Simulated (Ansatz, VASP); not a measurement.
**Two plane-wave programs on NaHgH2**

```
Na Hg H
1.0
     3.70385    0.00000    0.00000
     0.00000    3.70385    0.00000
     0.00000    0.00000    6.14172
Na Hg H
1 1 2
Cartesian
  0.0000 0.0000 3.0709
  0.0000 0.0000 0.0000
  1.8519 1.8519 2.6836
  1.8519 1.8519 3.4581
```

Alike in both runs: task relaxation of cell and atoms; functional PBE; k mesh 12 × 12 × 8; occupations gaussian, width 0.1 eV; no spin polarisation.

|  | VASP | Ansatz |
| --- | --- | --- |
| version | VASP 6.6.1 | Ansatz 0.2.0 |
| potentials or method | VASP PAW PBE potentials, release 64 (Na_pv, Hg, H), cutoff 600 eV | scalar-relativistic, plane waves, PAW |
| valence electrons in the cell | 21 | 31 |

```csv
,VASP,Ansatz,Ansatz less VASP
"gap on the k mesh at the Fermi level, each at its own relaxed structure (eV)",none,none,-
relaxed volume (Å³/atom),21.06,21.06,+0.001
relaxed length of the cell vector where the two differ most in proportion (Å),6.141,6.142,+0.0003
```

A gap of «none» marks a metal or a gap that the smearing closes. VASP's potentials hold 21 valence electrons a cell and Ansatz's 31, so a difference there can come from the potentials and not from the codes.

Neither program's run includes spin-orbit coupling.
